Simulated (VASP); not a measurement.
# K (Fm-3m) in VASP: notebook, part 2 of 2

VASP 6.6.1.

**5. Single point, PBEsol (volume scaled by 0.6)**

Input file INCAR:

```
PREC = Accurate
ENCUT = 520
EDIFF = 1E-6
ISMEAR = -1
SIGMA = 0.1
LREAL = F
LASPH = T
NELM = 60
ALGO = Normal
ISIF = 2
LWAVE = F
LCHARG = T
GGA = PS
LELF = T
LVHAR = T
NBANDS = 10
```

Input file KPOINTS:

```
Automatic mesh
0
Gamma
  11 11 11
```

Input file POSCAR:

```
K
1.0
    0.0000000000      2.7761970325      2.7761970325
    2.7761970325      0.0000000000      2.7761970325
    2.7761970325      2.7761970325      0.0000000000
K
1
Direct
    0.0000000000      0.0000000000      0.0000000000
```

Potentials or basis: VASP PAW PBE potentials, release 64 (K_sv).

Launch:

```sh
$ cat potpaw_PBE.64/K_sv/POTCAR > POTCAR
$ mpirun -np 1 vasp_std > vasp.out
```

OUTCAR:

```text
PREC = Accurate
   ENCUT = 520
   EDIFF = 1E-6
   ISMEAR = -1
   LREAL = F
   LASPH = T
   NELM = 60
   ISIF = 2
   GGA = PS

 ion  position               nearest neighbor table
   1  0.000  0.000  0.000-

  LATTYP: Found a face centered cubic cell.
 ALAT       =     5.5523940650

  Lattice vectors:

 A1 = (   0.0000000000,   2.7761970325,   2.7761970325)
 A2 = (   2.7761970325,   0.0000000000,   2.7761970325)
 A3 = (   2.7761970325,   2.7761970325,   0.0000000000)

Analysis of symmetry for initial positions (statically):
=====================================================================
 Subroutine PRICEL returns:
 Original cell was already a primitive cell.

 Routine SETGRP: Setting up the symmetry group for a
 face centered cubic supercell.

 Subroutine GETGRP returns: Found 48 space group operations
 (whereof 48 operations were pure point group operations)
 out of a pool of 48 trial point group operations.

The static configuration has the point symmetry O_h .

Analysis of symmetry for dynamics (positions and initial velocities):
=====================================================================
[... 156 lines left out ...]
 E-fermi :   1.4477     XC(G=0):  -7.2540

 val. band max:        1.3766027259   @ k =   0.4545   0.0000   0.0000
 cond. band min:       1.4543745213   @ k =  -0.2727   0.2727   0.0000
 fundamental gap:      0.0777717954
 Fermi energy:         1.4477198146

 k-point     1 :       0.0000    0.0000    0.0000
  band No.  band energies     occupation
      1     -30.4833      2.00000
      2     -13.8657      2.00000
      3     -13.8657      2.00000
      4     -13.8657      2.00000
      5      -1.5956      2.00000
      6       5.9602      0.00000
      7       5.9602      0.00000
      8       5.9602      0.00000
      9       7.7500      0.00000
     10       7.7500      0.00000
[... 287 lines left out ...]
 k-point    24 :      -0.1818    0.1818    0.0000
  band No.  band energies     occupation
      1     -30.4543      2.00000
      2     -14.0910      2.00000
      3     -13.9555      2.00000
      4     -13.8899      2.00000
      5      -0.0631      2.00000
      6       4.2970      0.00000
      7       5.2455      0.00000
      8       6.5588      0.00000
      9       6.8035      0.00000
     10       8.4499      0.00000

 [... further k-points ...]
[... 5 lines left out ...]
  --------------------------------------------------------------------------------------
  -------------------------------------------------------------------------------------
  Total        1.2744785      1.2744785      1.2744785      0.0000000      0.0000000     -0.0000000
  in kB       47.7158040     47.7158040     47.7158040      0.0000000      0.0000000     -0.0000000
  external PRESSURE =      47.7158040 kB  Pullay stress =       0.0000000 kB

 VOLUME and BASIS-vectors are now :
 -----------------------------------------------------------------------------
  energy-cutoff  :      520.00
  volume of cell :       42.79
      direct lattice vectors                 reciprocal lattice vectors
     0.000000000  2.776197032  2.776197032    -0.180102491  0.180102491  0.180102491
     2.776197032  0.000000000  2.776197032     0.180102491 -0.180102491  0.180102491
     2.776197032  2.776197032  0.000000000     0.180102491  0.180102491 -0.180102491

 POSITION                                       TOTAL-FORCE (eV/Angst)
 -----------------------------------------------------------------------------------
      0.00000      0.00000      0.00000         0.000000      0.000000      0.000000
 -----------------------------------------------------------------------------------
    total drift:                               -0.000000     -0.000000     -0.000000

  FREE ENERGIE OF THE ION-ELECTRON SYSTEM (eV)
  ---------------------------------------------------
  free  energy   TOTEN  =        -0.8602346105 eV

  energy  without entropy=       -0.8369302848  energy(sigma->0) =       -0.84858245
```

It took 11 s on 1 thread of AMD EPYC 9R45 (Zen 5), shared host; peak memory 0.14 GiB.

Results:

| Quantity | Value |
| --- | --- |
| Free energy | -0.8602 eV |
| Pressure | 4.8 GPa |

Levels at points of the mesh, in eV from the Fermi level:
```tsv
k point	band 3	band 4	band 5	band 6	band 7	band 8
(0.00, 0.00, 0.00)	-15.31	-15.31	-3.04	4.51	4.51	4.51
```

Caveat: the PAW data sets were made with another functional, which shifts forces and pressure a little.

**6. Single point, PBEsol (volume scaled by 0.6)**

Input file INCAR:

```
SYSTEM = K
PREC = Accurate
ENCUT = 520
EDIFF = 1E-6
ISMEAR = -1
SIGMA = 0.1
LREAL = .FALSE.
LASPH = .TRUE.
NELM = 80
ALGO = Normal
ISIF = 2
LWAVE = .FALSE.
LCHARG = .FALSE.
GGA = PS
NBANDS = 10
```

Input file KPOINTS:

```
regular mesh
0
G
  11 11 11
  0 0 0
```

POSCAR is that of step 5.

Potentials or basis: VASP PAW PBE potentials, release 64 (K_sv).

Launch:

```sh
$ cat potpaw_PBE.64/K_sv/POTCAR > POTCAR
$ mpirun -np 1 vasp_std > vasp.out
```

Run time: 11 s. Hardware: 1 thread of AMD EPYC 9R45 (Zen 5), shared host; peak memory 0.14 GiB.

It converged, with:

```
Free energy : -0.8602 eV
Pressure    : 4.8 GPa
```

Levels at points of the mesh, in eV from the Fermi level:
```tsv
k point	band 3	band 4	band 5	band 6	band 7	band 8
(0.00, 0.00, 0.00)	-15.31	-15.31	-3.04	4.51	4.51	4.51
```

Caveat: the PAW data sets were made with another functional, which shifts forces and pressure a little.

**7. Overview**

| cell | gap on the mesh (eV) | pressure (GPa) |
| --- | --- | --- |
| a = 3.430 Å, angles 60.0°, 1 atom | none | 16.3 |
| a = 3.695 Å, angles 60.0°, 1 atom | none | 8.8 |
| a = 3.926 Å, angles 60.0°, 1 atom | none | 4.8 |

Alike in all rows: task single point; level PBEsol; potentials or basis VASP PAW PBE potentials, release 64 (K_sv); no spin polarisation; k mesh 11 × 11 × 11; cutoff (eV) 520; smearing fermi-dirac 0.1 eV.

Caveats: the PAW data sets were made with another functional, which shifts forces and pressure a little.

Absolute energies hang on the potentials; compare differences alone.
